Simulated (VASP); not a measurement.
# BaZrO3 (Pm-3m) in VASP: a series of runs

The runs below take BaZrO3 through single point, relaxation of cell and atoms, with LDA.

Everything below comes from runs of VASP 6.6.1. Logs are shortened: lines on timing, memory, paths and dates and some standing lists are left out, and cuts for length are marked.

### Step 1. The cell of the first run

It takes space group Pm-3m (No. 221, cubic). Conventional cell: a = 4.164 Å, b = 4.164 Å, c = 4.164 Å, α = 90.00°, β = 90.00°, γ = 90.00°. Within 3.9 Å of Ba (site symmetry m-3m) lie 12 O at 2.94 Å and 8 Zr at 3.61 Å. Within 2.8 Å of Zr (site symmetry m-3m) lie 6 O at 2.08 Å. O (site symmetry 4/mmm) has 2 Zr at 2.08 Å within 2.8 Å.

### Step 2. Single point, LDA

INCAR

```
PREC = Accurate
ENCUT = 520
EDIFF = 1E-6
ISMEAR = 0
SIGMA = 0.01
LREAL = False
LASPH = True
NELM = 100
ALGO = Normal
ISIF = 2
LWAVE = False
LCHARG = True
GGA = CA
LELF = True
LVHAR = True
NBANDS = 28
```

KPOINTS

```
Automatic mesh
0
Gamma
  4 4 4
```

POSCAR

```
BaZrO3
1.0
    4.1638072673      0.0000000000      0.0000000000
    0.0000000000      4.1638072673      0.0000000000
    0.0000000000      0.0000000000      4.1638072673
Ba Zr O
1 1 3
Direct
    0.0000000000      0.0000000000      0.0000000000
    0.5000000000      0.5000000000      0.5000000000
    0.0000000000      0.5000000000      0.5000000000
    0.5000000000      0.0000000000      0.5000000000
    0.5000000000      0.5000000000      0.0000000000
```

Potentials or basis: VASP PAW LDA potentials, release 64 (Ba_sv, Zr_sv, O).

Started as:

```
$ cat potpaw_LDA.64/Ba_sv/POTCAR potpaw_LDA.64/Zr_sv/POTCAR potpaw_LDA.64/O/POTCAR > POTCAR
$ mpirun -np 1 vasp_std > vasp.out
```

OUTCAR:

```text
PREC = Accurate
   ENCUT = 520
   EDIFF = 1E-6
   ISMEAR = 0
   LREAL = False
   LASPH = True
   NELM = 100
   ISIF = 2
   GGA = CA

 ion  position               nearest neighbor table
   1  0.000  0.000  0.000-   3 2.94   4 2.94   5 2.94   3 2.94   4 2.94   3 2.94   5 2.94   3 2.94
                             4 2.94   5 2.94   4 2.94   5 2.94   2 3.61   2 3.61   2 3.61   2 3.61
   2  0.500  0.500  0.500-   3 2.08   4 2.08   5 2.08   5 2.08   4 2.08   3 2.08   1 3.61   1 3.61
                             1 3.61   1 3.61   1 3.61   1 3.61   1 3.61   1 3.61
   3  0.000  0.500  0.500-   2 2.08   2 2.08   1 2.94   1 2.94   1 2.94   1 2.94
   4  0.500  0.000  0.500-   2 2.08   2 2.08   1 2.94   1 2.94   1 2.94   1 2.94
   5  0.500  0.500  0.000-   2 2.08   2 2.08   1 2.94   1 2.94   1 2.94   1 2.94

  LATTYP: Found a simple cubic cell.
 ALAT       =     4.1638072673

  Lattice vectors:

 A1 = (   4.1638072673,   0.0000000000,   0.0000000000)
 A2 = (   0.0000000000,   4.1638072673,   0.0000000000)
 A3 = (   0.0000000000,   0.0000000000,   4.1638072673)

Analysis of symmetry for initial positions (statically):
=====================================================================
 Subroutine PRICEL returns:
 Original cell was already a primitive cell.

 Routine SETGRP: Setting up the symmetry group for a
 simple cubic supercell.

 Subroutine GETGRP returns: Found 48 space group operations
 (whereof 48 operations were pure point group operations)
 out of a pool of 48 trial point group operations.

The static configuration has the point symmetry O_h .

Analysis of symmetry for dynamics (positions and initial velocities):
=====================================================================
 Subroutine PRICEL returns:
 Original cell was already a primitive cell.

 Routine SETGRP: Setting up the symmetry group for a
 simple cubic supercell.

 Subroutine GETGRP returns: Found 48 space group operations
 (whereof 48 operations were pure point group operations)
 out of a pool of 48 trial point group operations.

The dynamic configuration has the point symmetry O_h .

 Subroutine INISYM returns: Found 48 space group operations
 (whereof 48 operations are pure point group operations),
 and found     1 'primitive' translations

----------------------------------------------------------------------------------------

                                     Primitive cell

  volume of cell :      72.1891

  direct lattice vectors                    reciprocal lattice vectors
[... 75 lines left out ...]
   LASPH  =      T    aspherical Exc in radial PAW
   ENCUT  =  520.0 eV  38.22 Ry    6.18 a.u.   7.74  7.74  7.74*2*pi/ulx,y,z
   NELM   =    100;   NELMIN=  2; NELMDL= -5     # of ELM steps
   EDIFF  = 0.1E-05   stopping-criterion for ELM
   LREAL  =      F    real-space projection
[... 7 lines left out ...]
   TEBEG  =    0.0;   TEEND  =   0.0 temperature during run
   PSTRESS=    0.0 pullay stress
   NELECT =      40.0000    total number of electrons
   NUPDOWN=      -1.0000    fix difference up-down
   EMIN   =  10.00;   EMAX   =-10.00  energy-range for DOS
   EFERMI =   0.00;   METHOD = LEGACY
   ISMEAR =     0;   SIGMA  =   0.01  broadening in eV -4-tet -1-fermi 0-gaus
   EFERMI_NEDOS =   21; number of points for ismear=-14 and -15
   IALGO  =     38    algorithm
   IMIX   =      4    mixing-type and parameters
     AMIX     =   0.40;   BMIX     =  1.00
     AMIX_MAG =   1.60;   BMIX_MAG =  1.00
  volume/ion in A,a.u.               =      14.44        97.43
  Fermi-wavevector in a.u.,A,eV,Ry     =   1.344634  2.540991 24.599899  1.808042
  Thomas-Fermi vector in A             =   2.472612
   LORBIT       =      0    0 simple, 1 ext, 2 COOP (PROOUT), +10 PAW based schemes
   GGA     = CA    functional components
   LHFCALC =     F    Hartree Fock is set to
   AEXX    =    0.0000 exact exchange contribution
   IVDW    =     0    specifies the selected vdW correction
   LEPSILON=     F    determine dielectric tensor
   LRPA    =     F    only Hartree local field effects (RPA)
 non-spin polarized calculation
 Gauss-broadening in eV      SIGMA  =   0.01
  energy-cutoff  :      520.00
  volume of cell :       72.19
 maximum number of plane-waves:      1956
 NGX is ok and might be reduce to    32
   NGX = 15   NGY = 15   NGZ = 15

 number of electron      40.0000011 magnetization

 Free energy of the ion-electron system (eV)
  ---------------------------------------------------
  ext. energy  EPLUGINS =         0.00000000
  ---------------------------------------------------
  free energy    TOTEN  =       -45.73056068 eV

  energy without entropy =      -45.73056068  energy(sigma->0) =      -45.73056068

 E-fermi :   3.6969     XC(G=0): -11.3355

 val. band max:        3.6178861283   @ k =   0.5000   0.5000   0.5000
 cond. band min:       6.7207249286   @ k =   0.0000   0.0000   0.0000
 fundamental gap:      3.1028388003
 Fermi energy:         3.6968740250

 k-point     1 :       0.0000    0.0000    0.0000
  band No.  band energies     occupation
      1     -42.9319      2.00000
      2     -21.4607      2.00000
      3     -21.2980      2.00000
      4     -21.2980      2.00000
      5     -21.2980      2.00000
      6     -12.4734      2.00000
[... 299 lines left out ...]
     27      12.9206      0.00000
     28      12.9206      0.00000

------------------------ aborting loop because EDIFF is reached ----------------------------------------

  FORCE on cell =-STRESS in cart. coord.  units (eV):
  Direction    XX          YY          ZZ          XY          YZ          ZX
  --------------------------------------------------------------------------------------
  -------------------------------------------------------------------------------------
  Total       -0.2452137     -0.2452137     -0.2452137     -0.0000000     -0.0000000      0.0000000
  in kB       -5.4423116     -5.4423116     -5.4423116     -0.0000000     -0.0000000      0.0000000
  external PRESSURE =      -5.4423116 kB  Pullay stress =       0.0000000 kB

 VOLUME and BASIS-vectors are now :
 -----------------------------------------------------------------------------
  energy-cutoff  :      520.00
  volume of cell :       72.19
      direct lattice vectors                 reciprocal lattice vectors
     4.163807267  0.000000000  0.000000000     0.240164815  0.000000000  0.000000000
     0.000000000  4.163807267  0.000000000     0.000000000  0.240164815  0.000000000
     0.000000000  0.000000000  4.163807267     0.000000000  0.000000000  0.240164815

 POSITION                                       TOTAL-FORCE (eV/Angst)
 -----------------------------------------------------------------------------------
      0.00000      0.00000      0.00000         0.000000      0.000000      0.000000
      2.08190      2.08190      2.08190         0.000000      0.000000      0.000000
      0.00000      2.08190      2.08190         0.000000      0.000000      0.000000
      2.08190      0.00000      2.08190         0.000000      0.000000      0.000000
      2.08190      2.08190      0.00000         0.000000      0.000000      0.000000
 -----------------------------------------------------------------------------------
    total drift:                                0.000000     -0.000000     -0.000000

  FREE ENERGIE OF THE ION-ELECTRON SYSTEM (eV)
  ---------------------------------------------------
  free  energy   TOTEN  =       -45.7305606836 eV

  energy  without entropy=      -45.7305606836  energy(sigma->0) =      -45.73056068
```

stdout:

```text
POSCAR found type information on POSCAR BaZrO
 POSCAR found :  3 types and       5 ions
 scaLAPACK will be used
 LDA part: xc-table for (Slater(with rela. corr.)+CA(PZ))
 , standard interpolation
 POSCAR, INCAR and KPOINTS ok, starting setup
 FFT: planning ... GRIDC
 FFT: planning ... GRID_SOFT
 FFT: planning ... GRID
 WAVECAR not read
 entering main loop
```

Wall time 19 s (1 thread of AMD EPYC 7R43 (Zen 3), shared host); peak memory 0.13 GiB.

Results:

```
Free energy            : -45.7306 eV
Pressure               : -0.5 GPa
Band gap on the k mesh : 3.10 eV, indirect (least direct gap 3.30 eV)
```

Levels at points of the mesh, in eV from the valence-band top:
```
           k point  band 18  band 19  band 20  band 21  band 22  band 23
(0.00, 0.00, 0.00)    -0.19    -0.19    -0.19     3.10     3.10     3.10
(0.50, 0.00, 0.00)    -1.79    -0.42    -0.42     3.57     5.78     5.78
(0.50, 0.50, 0.00)    -0.93    -0.73    -0.08     5.75     5.75     6.50
(0.50, 0.50, 0.50)     0.00     0.00     0.00     5.98     5.98     5.98
```

Caveat: spin-orbit coupling is left out, which moves the levels of the heavy elements.

### Step 3. Single point, LDA

INCAR

```
SYSTEM = BaZrO3
  ALGO = Normal
  EDIFF = 1E-6
  ENCUT = 520
  ISIF = 2
  ISMEAR = 0
  LASPH = .TRUE.
  LCHARG = .TRUE.
  LELF = .TRUE.
  LREAL = .FALSE.
  LVHAR = .TRUE.
  LWAVE = .FALSE.
  NBANDS = 28
  NELM = 60
  PREC = Accurate
  SIGMA = 0.01
```

KPOINTS

```
k-points
0
G
  4 4 4
  0 0 0
```

POSCAR is that of step 2.

Potentials or basis: VASP PAW LDA potentials, release 64 (Ba_sv, Zr_sv, O).

Started as:

```
$ cat potpaw_LDA.64/Ba_sv/POTCAR potpaw_LDA.64/Zr_sv/POTCAR potpaw_LDA.64/O/POTCAR > POTCAR
$ mpirun -np 1 vasp_std > vasp.out
```

It took 6.8 s on 1 thread of Intel Xeon 6975P-C (Granite Rapids), shared host; peak memory 0.16 GiB.

It converged, with:

```yaml
Free_energy: -45.7306 eV
Pressure: -0.5 GPa
Band_gap_on_the_k_mesh: 3.10 eV, indirect (least direct gap 3.30 eV)
```

Levels at points of the mesh, in eV from the valence-band top:
| k point | band 17 | band 18 | band 19 | band 20 | band 21 | band 22 | band 23 | band 24 |
| --- | --- | --- | --- | --- | --- | --- | --- | --- |
| (0.00, 0.00, 0.00) | -1.03 | -0.19 | -0.19 | -0.19 | 3.10 | 3.10 | 3.10 | 4.54 |
| (0.50, 0.00, 0.00) | -1.79 | -1.79 | -0.42 | -0.42 | 3.57 | 5.78 | 5.78 | 6.41 |
| (0.50, 0.50, 0.00) | -0.93 | -0.93 | -0.73 | -0.08 | 5.75 | 5.75 | 6.50 | 6.59 |
| (0.50, 0.50, 0.50) | -2.57 | 0.00 | 0.00 | 0.00 | 5.98 | 5.98 | 5.98 | 7.13 |

Caveat: spin-orbit coupling is left out, which moves the levels of the heavy elements.

(Part 1 of 3 ends here.)
